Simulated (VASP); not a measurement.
# K3Li (Pm-3m) in VASP: further runs

Runs on K3Li. Level: LDA. Tasks: single point, relaxation of cell and atoms.

All numbers are computed with VASP 6.6.1; they aren't measurements. Logs are shortened: lines on timing, memory, paths and dates and some standing lists are left out, and cuts for length are marked.

### 1 The cell of the first run

It takes space group Pm-3m (No. 221, cubic). The conventional cell has a = 5.930 Å, b = 5.930 Å, c = 5.930 Å, α = 90.00°, β = 90.00°, γ = 90.00°. Within 5.5 Å of K (site symmetry 4/mmm) lie 8 K at 4.19 Å and 4 Li at 4.19 Å. Within 5.5 Å of Li (site symmetry m-3m) lie 12 K at 4.19 Å.

### 2 Single point, LDA

File INCAR:

```
SYSTEM = K3Li
PREC = Accurate ; ENCUT = 520
EDIFF = 1E-6 ; ISMEAR = -1
SIGMA = 0.02 ; LREAL = .FALSE.
LASPH = .TRUE. ; NELM = 60
ALGO = Normal ; ISIF = 2
LWAVE = .FALSE. ; LCHARG = .FALSE.
NBANDS = 23
```

File KPOINTS:

```
regular mesh
0
G
  8 8 8
  0 0 0
```

File POSCAR:

```
K3Li
1.0
    5.9296842038      0.0000000000      0.0000000000
    0.0000000000      5.9296842038      0.0000000000
    0.0000000000      0.0000000000      5.9296842038
K Li
3 1
Direct
    0.0000000000      0.5000000000      0.5000000000
    0.5000000000      0.0000000000      0.5000000000
    0.5000000000      0.5000000000      0.0000000000
    0.0000000000      0.0000000000      0.0000000000
```

Potentials or basis: VASP PAW LDA potentials, release 64 (K_sv, Li_sv).

Started as:

```console
cat potpaw_LDA.64/K_sv/POTCAR potpaw_LDA.64/Li_sv/POTCAR > POTCAR
mpirun -np 1 vasp_std > vasp.out
```

OUTCAR:

```text
SYSTEM = K3Li
   PREC = Accurate
   ENCUT = 520
   EDIFF = 1E-6
   ISMEAR = -1
   LREAL = .FALSE.
   LASPH = .TRUE.
   NELM = 60
   ISIF = 2

 ion  position               nearest neighbor table
   1  0.000  0.500  0.500-
   2  0.500  0.000  0.500-
   3  0.500  0.500  0.000-
   4  0.000  0.000  0.000-

  LATTYP: Found a simple cubic cell.
 ALAT       =     5.9296842038

  Lattice vectors:

 A1 = (   5.9296842038,   0.0000000000,   0.0000000000)
 A2 = (   0.0000000000,   5.9296842038,   0.0000000000)
 A3 = (   0.0000000000,   0.0000000000,   5.9296842038)

Analysis of symmetry for initial positions (statically):
=====================================================================
 Subroutine PRICEL returns:
 Original cell was already a primitive cell.

 Routine SETGRP: Setting up the symmetry group for a
 simple cubic supercell.

 Subroutine GETGRP returns: Found 48 space group operations
 (whereof 48 operations were pure point group operations)
 out of a pool of 48 trial point group operations.

The static configuration has the point symmetry O_h .

Analysis of symmetry for dynamics (positions and initial velocities):
=====================================================================
 Subroutine PRICEL returns:
 Original cell was already a primitive cell.

 Routine SETGRP: Setting up the symmetry group for a
 simple cubic supercell.

 Subroutine GETGRP returns: Found 48 space group operations
 (whereof 48 operations were pure point group operations)
 out of a pool of 48 trial point group operations.

The dynamic configuration has the point symmetry O_h .

 Subroutine INISYM returns: Found 48 space group operations
 (whereof 48 operations are pure point group operations),
 and found     1 'primitive' translations

----------------------------------------------------------------------------------------

                                     Primitive cell

  volume of cell :     208.4945

  direct lattice vectors                    reciprocal lattice vectors
     5.929684204  0.000000000  0.000000000     0.168643045  0.000000000  0.000000000
     0.000000000  5.929684204  0.000000000     0.000000000  0.168643045  0.000000000
     0.000000000  0.000000000  5.929684204     0.000000000  0.000000000  0.168643045

  length of vectors
     5.929684204  5.929684204  5.929684204     0.168643045  0.168643045  0.168643045

  position of ions in fractional coordinates (direct lattice)
     0.000000000  0.500000000  0.500000000
     0.500000000  0.000000000  0.500000000
     0.500000000  0.500000000  0.000000000
     0.000000000  0.000000000  0.000000000

  ion indices of the primitive-cell ions
   primitive index   ion index
                 1           1
                 2           2
                 3           3
                 4           4

----------------------------------------------------------------------------------------

 KPOINTS: regular mesh

Automatic generation of k-mesh.
 Grid dimensions read from file:
 generate k-points for:    8    8    8

 Generating k-lattice:

  Cartesian coordinates                     Fractional coordinates (reciprocal lattice)
     0.021080381  0.000000000  0.000000000     0.125000000  0.000000000  0.000000000
     0.000000000  0.021080381  0.000000000     0.000000000  0.125000000  0.000000000
     0.000000000  0.000000000  0.021080381     0.000000000  0.000000000  0.125000000

  Length of vectors
     0.021080381  0.021080381  0.021080381

  Shift w.r.t. Gamma in fractional coordinates (k-lattice)
     0.000000000  0.000000000  0.000000000

 Subroutine IBZKPT returns following result:
 ===========================================

 Found     35 irreducible k-points:

 Following reciprocal coordinates:
            Coordinates               Weight
  0.000000  0.000000  0.000000      1.000000
  0.125000  0.000000  0.000000      6.000000
  0.250000  0.000000  0.000000      6.000000
  0.375000  0.000000  0.000000      6.000000
  0.500000  0.000000  0.000000      3.000000
  0.125000  0.125000  0.000000     12.000000
[... 16 lines left out ...]
  0.375000  0.375000  0.125000     24.000000
  0.500000  0.375000  0.125000     24.000000
 [... further k-points ...]
   k-points           NKPTS =     35   k-points in BZ     NKDIM =     35   number of bands    NBANDS=     23
   number of dos      NEDOS =    301   number of ions     NIONS =      4
   total plane-waves  NPLWV = 110592
   dimension x,y,z NGX =    48 NGY =   48 NGZ =   48
   dimension x,y,z NGXF=    96 NGYF=   96 NGZF=   96
   ions per type =               3   1
   NGX,Y,Z   is equivalent  to a cutoff of  13.46, 13.46, 13.46 a.u.
   NGXF,Y,Z  is equivalent  to a cutoff of  26.91, 26.91, 26.91 a.u.
 SYSTEM =  K3Li
   PREC   = accura    normal or accurate (medium, high low for compatibility)
   ISTART =      0    job   : 0-new  1-cont  2-samecut
   ICHARG =      2    charge: 1-file 2-atom 10-const
   ISPIN  =      1    spin polarized calculation?
   LNONCOLLINEAR =      F non collinear calculations
   LSORBIT =      F    spin-orbit coupling
   LASPH  =      T    aspherical Exc in radial PAW
   ENCUT  =  520.0 eV  38.22 Ry    6.18 a.u.  11.03 11.03 11.03*2*pi/ulx,y,z
   NELM   =     60;   NELMIN=  2; NELMDL= -5     # of ELM steps
   EDIFF  = 0.1E-05   stopping-criterion for ELM
   LREAL  =      F    real-space projection
   EDIFFG = 0.1E-04   stopping-criterion for IOM
   NSW    =      0    number of steps for IOM
   IBRION =     -1    ionic relax: 0-MD 1-quasi-New 2-CG
   NFREE  =      0    steps in history (QN), initial steepest desc. (CG)
   ISIF   =      2    stress and relaxation
   ISYM   =      2    0-nonsym 1-usesym 2-fastsym
   POTIM  = 0.5000    time-step for ionic-motion
   TEBEG  =    0.0;   TEEND  =   0.0 temperature during run
   PSTRESS=    0.0 pullay stress
   NELECT =      30.0000    total number of electrons
   NUPDOWN=      -1.0000    fix difference up-down
   EMIN   =  10.00;   EMAX   =-10.00  energy-range for DOS
   EFERMI =   0.00;   METHOD = LEGACY
   ISMEAR =    -1;   SIGMA  =   0.02  broadening in eV -4-tet -1-fermi 0-gaus
   EFERMI_NEDOS =   21; number of points for ismear=-14 and -15
   IALGO  =     38    algorithm
   IMIX   =      4    mixing-type and parameters
     AMIX     =   0.40;   BMIX     =  1.00
     AMIX_MAG =   1.60;   BMIX_MAG =  1.00
  volume/ion in A,a.u.               =      52.12       351.75
  Fermi-wavevector in a.u.,A,eV,Ry     =   0.857861  1.621123 10.012879  0.735926
  Thomas-Fermi vector in A             =   1.974979
   LORBIT       =      0    0 simple, 1 ext, 2 COOP (PROOUT), +10 PAW based schemes
   GGA     = CA    functional components
   LHFCALC =     F    Hartree Fock is set to
   AEXX    =    0.0000 exact exchange contribution
   IVDW    =     0    specifies the selected vdW correction
   LEPSILON=     F    determine dielectric tensor
   LRPA    =     F    only Hartree local field effects (RPA)
 non-spin polarized calculation
  energy-cutoff  :      520.00
  volume of cell :      208.49
 maximum number of plane-waves:      5656
 NGX is ok and might be reduce to    48
   NGX = 23   NGY = 23   NGZ = 23

 number of electron      30.0000003 magnetization

 Free energy of the ion-electron system (eV)
  ---------------------------------------------------
  ext. energy  EPLUGINS =         0.00000000
  ---------------------------------------------------
  free energy    TOTEN  =        -5.12235235 eV

  energy without entropy =       -5.11862002  energy(sigma->0) =       -5.12048618

 E-fermi :   0.0820     XC(G=0):  -6.4222

 val. band max:        0.0635875472   @ k =   0.3750   0.3750   0.2500
 cond. band min:       0.0935275918   @ k =   0.5000   0.3750   0.0000
 fundamental gap:      0.0299400446
 Fermi energy:         0.0820041631

 k-point     1 :       0.0000    0.0000    0.0000
  band No.  band energies     occupation
      1     -46.8080      2.00000
      2     -31.5378      2.00000
      3     -31.5185      2.00000
      4     -31.5185      2.00000
      5     -15.3421      2.00000
      6     -15.3421      2.00000
[... 15 lines left out ...]
     22       2.8070      0.00000
     23       2.8070      0.00000

 k-point     2 :       0.1250    0.0000    0.0000
  band No.  band energies     occupation
      1     -46.8080      2.00000
      2     -31.5372      2.00000
      3     -31.5191      2.00000
      4     -31.5185      2.00000
      5     -15.3391      2.00000
      6     -15.3391      2.00000
[... 15 lines left out ...]
     22       2.7756      0.00000
     23       2.8516      0.00000

 k-point     3 :       0.2500    0.0000    0.0000
  band No.  band energies     occupation
      1     -46.8080      2.00000
      2     -31.5353      2.00000
      3     -31.5209      2.00000
      4     -31.5184      2.00000
      5     -15.3312      2.00000
      6     -15.3312      2.00000
[... 15 lines left out ...]
     22       2.9767      0.00000
     23       3.0280      0.00000

 k-point     4 :       0.3750    0.0000    0.0000
  band No.  band energies     occupation
      1     -46.8080      2.00000
      2     -31.5329      2.00000
      3     -31.5234      2.00000
      4     -31.5184      2.00000
      5     -15.3220      2.00000
      6     -15.3220      2.00000
[... 15 lines left out ...]
     22       3.1440      0.00000
     23       3.6558      0.00000

 k-point     5 :       0.5000    0.0000    0.0000
  band No.  band energies     occupation
      1     -46.8081      2.00000
      2     -31.5313      2.00000
      3     -31.5249      2.00000
      4     -31.5184      2.00000
      5     -15.3176      2.00000
      6     -15.3176      2.00000
[... 434 lines left out ...]
 k-point    22 :       0.5000    0.2500    0.1250
  band No.  band energies     occupation
      1     -46.8080      2.00000
      2     -31.5291      2.00000
      3     -31.5249      2.00000
      4     -31.5206      2.00000
      5     -15.3538      2.00000
      6     -15.2888      2.00000
[... 15 lines left out ...]
     22       3.2609      0.00000
     23       3.3170      0.00000

 k-point    23 :       0.3750    0.3750    0.1250
  band No.  band energies     occupation
      1     -46.8081      2.00000
      2     -31.5286      2.00000
      3     -31.5239      2.00000
      4     -31.5221      2.00000
      5     -15.3615      2.00000
      6     -15.2957      2.00000
[... 15 lines left out ...]
     22       3.4113      0.00000
     23       3.5856      0.00000

 k-point    24 :       0.5000    0.3750    0.1250
  band No.  band energies     occupation
      1     -46.8081      2.00000
      2     -31.5271      2.00000
      3     -31.5249      2.00000
      4     -31.5226      2.00000
      5     -15.3636      2.00000
      6     -15.3003      2.00000
[... 15 lines left out ...]
     22       3.4865      0.00000
     23       3.5204      0.00000

 [... further k-points ...]
[... 5 lines left out ...]
  --------------------------------------------------------------------------------------
  -------------------------------------------------------------------------------------
  Total       -0.0565991     -0.0565991     -0.0565991      0.0000000      0.0000000     -0.0000000
  in kB       -0.4349358     -0.4349358     -0.4349358      0.0000000      0.0000000     -0.0000000
  external PRESSURE =      -0.4349358 kB  Pullay stress =       0.0000000 kB

 VOLUME and BASIS-vectors are now :
 -----------------------------------------------------------------------------
  energy-cutoff  :      520.00
  volume of cell :      208.49
      direct lattice vectors                 reciprocal lattice vectors
     5.929684204  0.000000000  0.000000000     0.168643045  0.000000000  0.000000000
     0.000000000  5.929684204  0.000000000     0.000000000  0.168643045  0.000000000
     0.000000000  0.000000000  5.929684204     0.000000000  0.000000000  0.168643045

 POSITION                                       TOTAL-FORCE (eV/Angst)
 -----------------------------------------------------------------------------------
      0.00000      2.96484      2.96484         0.000000      0.000000      0.000000
      2.96484      0.00000      2.96484         0.000000      0.000000      0.000000
      2.96484      2.96484      0.00000         0.000000      0.000000      0.000000
      0.00000      0.00000      0.00000         0.000000      0.000000      0.000000
 -----------------------------------------------------------------------------------
    total drift:                                0.000000     -0.000000     -0.000000

  FREE ENERGIE OF THE ION-ELECTRON SYSTEM (eV)
  ---------------------------------------------------
  free  energy   TOTEN  =        -5.1223523455 eV

  energy  without entropy=       -5.1186200217  energy(sigma->0) =       -5.12048618
```

Wall time 2 min (1 thread of Intel Xeon Platinum 8259CL at 2.50GHz (Skylake/Cascade Lake), shared host); peak memory 0.32 GiB.

Results:

| Quantity | Value |
| --- | --- |
| Free energy | -5.1224 eV |
| Band gap on the k mesh | zero (bands 15 and 16 overlap by 0.97 eV) |

Caveat: the cutoff is under 1.25 times the usual one of these potentials, so pressure, stress and relaxed cells hold a basis-set (Pulay) error.

(Part 1 of 2 ends here.)

The gap in the log of VASP goes by the Fermi energy; the results here count the filled bands.